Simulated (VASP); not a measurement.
# Ti (Fd-3m) in VASP: single point with r2SCAN

Aim: the single point of Ti with r2SCAN.

Everything below comes from runs of VASP 6.6.1. Logs are shortened: lines on timing, memory, paths and dates and some standing lists are left out, and cuts for length are marked.

## (1) The cell of the first run

Symmetry: Fd-3m, No. 227, cubic system. The conventional cell has a = 5.541 Å, b = 5.541 Å, c = 5.541 Å, α = 90.00°, β = 90.00°, γ = 90.00°. Ti (site symmetry -43m) has 4 Ti at 2.40 Å within 3.2 Å.

This isn't the form of Ti at room conditions, which is hcp.

## (2) Single point, r2SCAN

Input file POSCAR:

```
Ti
1.0
    0.0000000000      2.7704934065      2.7704934065
    2.7704934065      0.0000000000      2.7704934065
    2.7704934065      2.7704934065      0.0000000000
Ti
2
Direct
    1.0000000000      1.0000000000      1.0000000000
    0.2500000000      0.2500000000      0.2500000000
```

Input file INCAR.step1:

```
PREC = Accurate
ENCUT = 550
ISMEAR = -1
SIGMA = 0.1
LREAL = False
LASPH = True
NELM = 120
NBANDS = 19
GGA = PE
ALGO = Normal
EDIFF = 1E-5
LWAVE = True
LCHARG = False
GGA_COMPAT = False
```

Input file INCAR.step2:

```
PREC = Accurate
ENCUT = 550
EDIFF = 1E-6
ISMEAR = -1
SIGMA = 0.1
LREAL = False
LASPH = True
NELM = 120
ALGO = Normal
ISIF = 2
LWAVE = False
LCHARG = True
METAGGA = R2SCAN
LMIXTAU = True
LELF = True
LVHAR = True
NBANDS = 19
ISTART = 1
GGA_COMPAT = False
```

Input file KPOINTS:

```
Automatic mesh
0
Gamma
  6 6 6
```

Potentials or basis: VASP PAW PBE potentials, release 64 (Ti_sv).

Command:

```sh
$ cat potpaw_PBE.64/Ti_sv/POTCAR > POTCAR
$ cp INCAR.step1 INCAR
$ mpirun -np 1 vasp_std > vasp.out
$ cp INCAR.step2 INCAR
$ mpirun -np 1 vasp_std > vasp.out
```

OUTCAR:

```text
PREC = Accurate
   ENCUT = 550
   EDIFF = 1E-6
   ISMEAR = -1
   LREAL = False
   LASPH = True
   NELM = 120
   ISIF = 2
   METAGGA = R2SCAN
   ISTART = 1

 ion  position               nearest neighbor table
   1  0.000  0.000  0.000-   2 2.40   2 2.40   2 2.40   2 2.40
   2  0.250  0.250  0.250-   1 2.40   1 2.40   1 2.40   1 2.40

  LATTYP: Found a face centered cubic cell.
 ALAT       =     5.5409868130

  Lattice vectors:

 A1 = (   0.0000000000,   2.7704934065,   2.7704934065)
 A2 = (   2.7704934065,   0.0000000000,   2.7704934065)
 A3 = (   2.7704934065,   2.7704934065,   0.0000000000)

Analysis of symmetry for initial positions (statically):
=====================================================================
 Subroutine PRICEL returns:
 Original cell was already a primitive cell.

 Routine SETGRP: Setting up the symmetry group for a
 face centered cubic supercell.

 Subroutine GETGRP returns: Found 48 space group operations
 (whereof 24 operations were pure point group operations)
 out of a pool of 48 trial point group operations.

The static configuration has the point symmetry T_d .
 The point group associated with its full space group is O_h .

Analysis of symmetry for dynamics (positions and initial velocities):
=====================================================================
 Subroutine PRICEL returns:
 Original cell was already a primitive cell.

 Routine SETGRP: Setting up the symmetry group for a
 face centered cubic supercell.

 Subroutine GETGRP returns: Found 48 space group operations
 (whereof 24 operations were pure point group operations)
 out of a pool of 48 trial point group operations.

The dynamic configuration has the point symmetry T_d .
 The point group associated with its full space group is O_h .

 Subroutine INISYM returns: Found 48 space group operations
 (whereof 24 operations are pure point group operations),
 and found     1 'primitive' translations

----------------------------------------------------------------------------------------

                                     Primitive cell

  volume of cell :      42.5306

  direct lattice vectors                    reciprocal lattice vectors
     0.000000000  2.770493406  2.770493406    -0.180473268  0.180473268  0.180473268
     2.770493406  0.000000000  2.770493406     0.180473268 -0.180473268  0.180473268
     2.770493406  2.770493406  0.000000000     0.180473268  0.180473268 -0.180473268

  length of vectors
     3.918069350  3.918069350  3.918069350     0.312588870  0.312588870  0.312588870

  position of ions in fractional coordinates (direct lattice)
     0.000000000  0.000000000  0.000000000
     0.250000000  0.250000000  0.250000000

  ion indices of the primitive-cell ions
   primitive index   ion index
                 1           1
                 2           2

----------------------------------------------------------------------------------------

 KPOINTS: Automatic mesh

Automatic generation of k-mesh.
 Grid dimensions read from file:
 generate k-points for:    6    6    6

 Generating k-lattice:

  Cartesian coordinates                     Fractional coordinates (reciprocal lattice)
    -0.030078878  0.030078878  0.030078878     0.166666667  0.000000000  0.000000000
     0.030078878 -0.030078878  0.030078878     0.000000000  0.166666667  0.000000000
     0.030078878  0.030078878 -0.030078878     0.000000000  0.000000000  0.166666667

  Length of vectors
     0.052098145  0.052098145  0.052098145

  Shift w.r.t. Gamma in fractional coordinates (k-lattice)
     0.000000000  0.000000000  0.000000000

 Subroutine IBZKPT returns following result:
 ===========================================

 Found     16 irreducible k-points:

 Following reciprocal coordinates:
            Coordinates               Weight
  0.000000  0.000000  0.000000      1.000000
  0.166667  0.000000  0.000000      8.000000
  0.333333  0.000000  0.000000      8.000000
  0.500000  0.000000  0.000000      4.000000
  0.166667  0.166667  0.000000      6.000000
  0.333333  0.166667  0.000000     24.000000
[... 8 lines left out ...]
 -0.333333  0.333333  0.166667     24.000000
 -0.333333  0.500000  0.166667     12.000000
   k-points           NKPTS =     16   k-points in BZ     NKDIM =     16   number of bands    NBANDS=     19
   number of dos      NEDOS =    301   number of ions     NIONS =      2
   total plane-waves  NPLWV =  27000
   dimension x,y,z NGX =    30 NGY =   30 NGZ =   30
   dimension x,y,z NGXF=    60 NGYF=   60 NGZF=   60
   ions per type =               2
   NGX,Y,Z   is equivalent  to a cutoff of  12.73, 12.73, 12.73 a.u.
   NGXF,Y,Z  is equivalent  to a cutoff of  25.46, 25.46, 25.46 a.u.
 SYSTEM =  unknown system
   PREC   = accura    normal or accurate (medium, high low for compatibility)
   ISTART =      1    job   : 0-new  1-cont  2-samecut
   ICHARG =      0    charge: 1-file 2-atom 10-const
   ISPIN  =      1    spin polarized calculation?
   LNONCOLLINEAR =      F non collinear calculations
   LSORBIT =      F    spin-orbit coupling
   LASPH  =      T    aspherical Exc in radial PAW
   ENCUT  =  550.0 eV  40.42 Ry    6.36 a.u.   7.49  7.49  7.49*2*pi/ulx,y,z
   NELM   =    120;   NELMIN=  2; NELMDL=  0     # of ELM steps
   EDIFF  = 0.1E-05   stopping-criterion for ELM
   LREAL  =      F    real-space projection
   EDIFFG = 0.1E-04   stopping-criterion for IOM
   NSW    =      0    number of steps for IOM
   IBRION =     -1    ionic relax: 0-MD 1-quasi-New 2-CG
   NFREE  =      0    steps in history (QN), initial steepest desc. (CG)
   ISIF   =      2    stress and relaxation
   ISYM   =      2    0-nonsym 1-usesym 2-fastsym
   POTIM  = 0.5000    time-step for ionic-motion
   TEBEG  =    0.0;   TEEND  =   0.0 temperature during run
   PSTRESS=    0.0 pullay stress
   NELECT =      24.0000    total number of electrons
   NUPDOWN=      -1.0000    fix difference up-down
   EMIN   =  10.00;   EMAX   =-10.00  energy-range for DOS
   EFERMI =   0.00;   METHOD = LEGACY
   ISMEAR =    -1;   SIGMA  =   0.10  broadening in eV -4-tet -1-fermi 0-gaus
   EFERMI_NEDOS =   21; number of points for ismear=-14 and -15
   IALGO  =     38    algorithm
   IMIX   =      4    mixing-type and parameters
     AMIX     =   0.40;   BMIX     =  1.00
     AMIX_MAG =   1.60;   BMIX_MAG =  1.00
  volume/ion in A,a.u.               =      21.27       143.51
  Fermi-wavevector in a.u.,A,eV,Ry     =   1.352835  2.556487 24.900869  1.830162
  Thomas-Fermi vector in A             =   2.480141
   LORBIT       =      0    0 simple, 1 ext, 2 COOP (PROOUT), +10 PAW based schemes
   METAGGA = R2SCAN    functional components
   LHFCALC =     F    Hartree Fock is set to
   AEXX    =    0.0000 exact exchange contribution
   IVDW    =     0    specifies the selected vdW correction
   LEPSILON=     F    determine dielectric tensor
   LRPA    =     F    only Hartree local field effects (RPA)
 non-spin polarized calculation
  energy-cutoff  :      550.00
  volume of cell :       42.53
 maximum number of plane-waves:      1267
 NGX is ok and might be reduce to    30
   NGX = 15   NGY = 15   NGZ = 15

 number of electron      24.0000000 magnetization

 Free energy of the ion-electron system (eV)
  ---------------------------------------------------
  ext. energy  EPLUGINS =         0.00000000
  ---------------------------------------------------
  free energy    TOTEN  =       -20.81944072 eV

  energy without entropy =      -20.64440376  energy(sigma->0) =      -20.73192224

 E-fermi :   6.1119     XC(G=0): -11.0240

 val. band max:        6.1044133516   @ k =   0.5000   0.5000   0.0000
 cond. band min:       6.1307656466   @ k =   0.3333   0.1667   0.0000
 fundamental gap:      0.0263522951
 Fermi energy:         6.1119249857

 k-point     1 :       0.0000    0.0000    0.0000
  band No.  band energies     occupation
      1     -53.0315      2.00000
      2     -52.3796      2.00000
      3     -28.4867      2.00000
      4     -28.4867      2.00000
      5     -28.4867      2.00000
      6     -27.6015      2.00000
[... 11 lines left out ...]
     18      10.3719      0.00000
     19      10.3719      0.00000

 k-point     2 :       0.1667    0.0000    0.0000
  band No.  band energies     occupation
      1     -53.0001      2.00000
      2     -52.4126      2.00000
      3     -28.5180      2.00000
      4     -28.5180      2.00000
      5     -28.4916      2.00000
      6     -27.6019      2.00000
[... 11 lines left out ...]
     18      10.3424      0.00000
     19      10.3424      0.00000

 k-point     3 :       0.3333    0.0000    0.0000
  band No.  band energies     occupation
      1     -52.9233      2.00000
      2     -52.4925      2.00000
      3     -28.5748      2.00000
      4     -28.5748      2.00000
      5     -28.5047      2.00000
      6     -27.5986      2.00000
[... 11 lines left out ...]
     18      10.1750      0.00000
     19      10.1750      0.00000

 k-point     4 :       0.5000    0.0000    0.0000
  band No.  band energies     occupation
      1     -52.8714      2.00000
      2     -52.5460      2.00000
      3     -28.6010      2.00000
      4     -28.6010      2.00000
      5     -28.5130      2.00000
      6     -27.5949      2.00000
[... 11 lines left out ...]
     18       9.9401      0.00000
     19       9.9401      0.00000

 k-point     5 :       0.1667    0.1667    0.0000
  band No.  band energies     occupation
      1     -52.9888      2.00000
      2     -52.4244      2.00000
      3     -28.5546      2.00000
      4     -28.5545      2.00000
      5     -28.4291      2.00000
      6     -27.6663      2.00000
[... 11 lines left out ...]
     18      10.0015      0.00000
     19      10.5364      0.00000
[... 158 lines left out ...]
      2     -52.7097      2.00000
      3     -28.7181      2.00000
      4     -28.7181      2.00000
      5     -28.0576      2.00000
      6     -28.0576      2.00000
[... 11 lines left out ...]
     18      10.1871      0.00000
     19      10.8893      0.00000

 k-point    14 :       0.5000    0.3333    0.1667
  band No.  band energies     occupation
      1     -52.8500      2.00000
      2     -52.5680      2.00000
      3     -28.7037      2.00000
      4     -28.6483      2.00000
      5     -28.2880      2.00000
      6     -27.8093      2.00000
[... 11 lines left out ...]
     18       9.0976      0.00000
     19      10.5341      0.00000

 k-point    15 :      -0.3333    0.3333    0.1667
  band No.  band energies     occupation
      1     -52.7908      2.00000
      2     -52.6281      2.00000
      3     -28.7337      2.00000
      4     -28.6744      2.00000
      5     -28.2229      2.00000
      6     -27.8708      2.00000
[... 11 lines left out ...]
     18       9.9541      0.00000
     19      10.3478      0.00000

 k-point    16 :      -0.3333    0.5000    0.1667
  band No.  band energies     occupation
      1     -52.7097      2.00000
      2     -52.7097      2.00000
      3     -28.7227      2.00000
      4     -28.7227      2.00000
      5     -28.0496      2.00000
      6     -28.0496      2.00000
[... 11 lines left out ...]
     18      10.3775      0.00000
     19      10.6673      0.00000

------------------------ aborting loop because EDIFF is reached ----------------------------------------

  FORCE on cell =-STRESS in cart. coord.  units (eV):
  Direction    XX          YY          ZZ          XY          YZ          ZX
  --------------------------------------------------------------------------------------
  -------------------------------------------------------------------------------------
  Total        0.2341195      0.2341195      0.2341195      0.0000000     -0.0000000      0.0000000
  in kB        8.8195568      8.8195568      8.8195568      0.0000000     -0.0000000      0.0000000
  external PRESSURE =       8.8195568 kB  Pullay stress =       0.0000000 kB

 VOLUME and BASIS-vectors are now :
 -----------------------------------------------------------------------------
  energy-cutoff  :      550.00
  volume of cell :       42.53
      direct lattice vectors                 reciprocal lattice vectors
     0.000000000  2.770493406  2.770493406    -0.180473268  0.180473268  0.180473268
     2.770493406  0.000000000  2.770493406     0.180473268 -0.180473268  0.180473268
     2.770493406  2.770493406  0.000000000     0.180473268  0.180473268 -0.180473268

 POSITION                                       TOTAL-FORCE (eV/Angst)
 -----------------------------------------------------------------------------------
      0.00000      0.00000      0.00000        -0.000000     -0.000000     -0.000000
      1.38525      1.38525      1.38525         0.000000      0.000000      0.000000
 -----------------------------------------------------------------------------------
    total drift:                                0.000000     -0.000000      0.000000

  FREE ENERGIE OF THE ION-ELECTRON SYSTEM (eV)
  ---------------------------------------------------
  free  energy   TOTEN  =       -20.8194407178 eV

  energy  without entropy=      -20.6444037636  energy(sigma->0) =      -20.73192224
```

It took 2.7 min on 1 thread of Intel Xeon 8259CL, shared host; peak memory 0.17 GiB.

What came out:

```yaml
Free_energy: -20.8194 eV
Pressure: 0.9 GPa
Band_gap_on_the_k_mesh: zero (bands 12 and 13 overlap by 0.27 eV)
```

Levels at points of the mesh, in eV from the Fermi level:
```tsv
k point	band 8	band 9	band 10	band 11	band 12	band 13	band 14	band 15	band 16	band 17
(0.00, 0.00, 0.00)	-33.71	-5.30	-0.85	-0.85	-0.15	-0.15	-0.15	1.86	1.86	1.86
(0.50, 0.00, 0.00)	-33.60	-1.85	-1.76	-0.84	-0.84	-0.13	-0.13	0.61	2.71	2.71
(0.50, 0.50, 0.00)	-33.48	-2.21	-2.21	-0.01	-0.01	0.46	0.46	1.58	1.58	4.08
```

Caveat: the PAW data sets were made with another functional, which shifts forces and pressure a little.

The gap in the log of VASP goes by the Fermi energy; the results here count the filled bands.